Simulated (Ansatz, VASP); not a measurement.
## One calculation of MoS2, two programs

Contents of INCAR:

```
PREC     = Accurate       # precision mode
ENCUT    = 600            # plane-wave cutoff, eV
EDIFF    = 1E-7           # SCF threshold, eV
ISMEAR   = -1             # smearing method
SIGMA    = 0.05           # smearing width, eV
LREAL    = False          # projectors in reciprocal space
LASPH    = True           # aspherical terms in the spheres
NELM     = 80             # most SCF steps
ALGO     = Normal         # electronic algorithm
ISIF     = 3              # what is computed and relaxed
LWAVE    = False          # write WAVECAR
LCHARG   = False          # write CHGCAR
GGA      = CA             # functional
IBRION   = 2              # ionic algorithm
NSW      = 60             # ionic steps
EDIFFG   = -0.01          # ionic threshold
```

The input KPOINTS:

```
Automatic mesh
0
Gamma
  10 10 1
```

The input POSCAR:

```
MoS2
1.0
    3.1840155185      0.0000000000      0.0000000000
   -1.5920077592      2.7574383250      0.0000000000
    0.0000000000      0.0000000000     28.3873198000
Mo S
3 6
Direct
    0.3333333333      0.6666666667      0.2281647700
    0.3333333333      0.6666666667      0.7718352300
    0.6666666667      0.3333333333      0.0000000000
    0.6666666667      0.3333333333      0.1734930900
    0.6666666667      0.3333333333      0.7171875100
    0.3333333333      0.6666666667      0.9453341200
    0.6666666667      0.3333333333      0.2828124900
    0.6666666667      0.3333333333      0.8265069100
    0.3333333333      0.6666666667      0.0546658800
```

Contents of input.yaml:

```yaml
crystal:
  lattice:
    - [3.1840155185, 0.0, 0.0]
    - [-1.5920077592, 2.757438325, 0.0]
    - [0.0, 0.0, 28.3873198]
  atoms:
    - { symbol: Mo, position: [0.3333333333, 0.6666666667, 0.22816477] }
    - { symbol: Mo, position: [0.3333333333, 0.6666666667, 0.77183523] }
    - { symbol: Mo, position: [0.6666666667, 0.3333333333, 0.0] }
    - { symbol: S, position: [0.6666666667, 0.3333333333, 0.17349309] }
    - { symbol: S, position: [0.6666666667, 0.3333333333, 0.71718751] }
    - { symbol: S, position: [0.3333333333, 0.6666666667, 0.94533412] }
    - { symbol: S, position: [0.6666666667, 0.3333333333, 0.28281249] }
    - { symbol: S, position: [0.6666666667, 0.3333333333, 0.82650691] }
    - { symbol: S, position: [0.3333333333, 0.6666666667, 0.05466588] }
hamiltonian:
  xc: lda
  pseudopotentials: { kind: paw }
kpoints:
  mp_grid: { grid: [10, 10, 1] }
scf:
  occupations: { method: fermi_dirac, width: 0.05 }
output:
  forces: true
  stress: true
  eigenvalues: true
relax:
  f_tol: 0.01
  max_steps: 40
  cell: { stress_tol: 0.05 }
```

Alike in both runs: task relaxation of cell and atoms; functional LDA; k mesh 10 × 10 × 1; occupations fermi-dirac, width 0.05 eV; no spin polarisation.

|  | VASP | Ansatz |
| --- | --- | --- |
| version | VASP 6.6.1 | Ansatz 0.2.0 |
| potentials or method | VASP PAW LDA potentials, release 64 (Mo_sv, S) | Ansatz PAW |
| plane-wave cutoff (eV) | 600 | 420 |
| valence electrons in the cell | 78 | 78 |

|  | VASP | Ansatz | Ansatz less VASP |
| --- | --- | --- | --- |
| gap on the k mesh at the Fermi level, each at its own relaxed structure (eV) | 1.01 | 1.00 | -0.013 |
| relaxed volume (Å³/atom) | 24.96 | 25.92 | +0.953 |
| relaxed length of the cell vector where the two differ most in proportion (Å) | 26.607 | 27.639 | +1.0323 |

LDA's correlation is that of Perdew and Zunger in VASP and of Perdew and Wang (1992) in Ansatz.

Noted on Ansatz's run: the plane-wave basis is chosen anew once the cell has moved, so the energies of steps on either side of that aren't comparable.
